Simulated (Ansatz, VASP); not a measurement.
## One calculation of C, two programs

```
C
1.0
     2.46125    0.00000    0.00000
    -1.23062    2.13150    0.00000
     0.00000    0.00000    4.16251
C
4
Direct
  0.33333 0.66667 0.00006
  0.66667 0.33333 0.50006
  0.33333 0.66667 0.37394
  0.66667 0.33333 0.87394
```

Change from the starting cell: strained cell.

Alike in both runs: functional PBEsol; k mesh 9 × 9 × 6; occupations gaussian, width 0.02 eV; no spin polarisation.

Ansatz relaxed the structure, and its values are those at the end. VASP's run is a single point on that final structure, the one shown.

```csv
,VASP,Ansatz
version,VASP 6.6.1,Ansatz 0.2.0
potentials or method,"VASP PAW PBE potentials, release 64 (C), cutoff 520 eV","scalar-relativistic, plane waves, PAW"
valence electrons in the cell,16,16
```

Ansatz gave:

```
gap on the k mesh at the Fermi level (eV) : 2.89
least direct gap on the mesh (eV)         : 4.96
pressure (GPa)                            : 14.2
rms of the force components (eV/Å)        : 0.000
```

Which values does VASP return?

gap on the k mesh at the Fermi level (eV): 2.87; least direct gap on the mesh (eV): 4.95; pressure (GPa): 15.5; rms of the force components (eV/Å): 0.007.

VASP's potentials were made for PBE, not for PBEsol, and Ansatz warns of the same on its side. Ansatz's warnings: stress scf threshold loose.
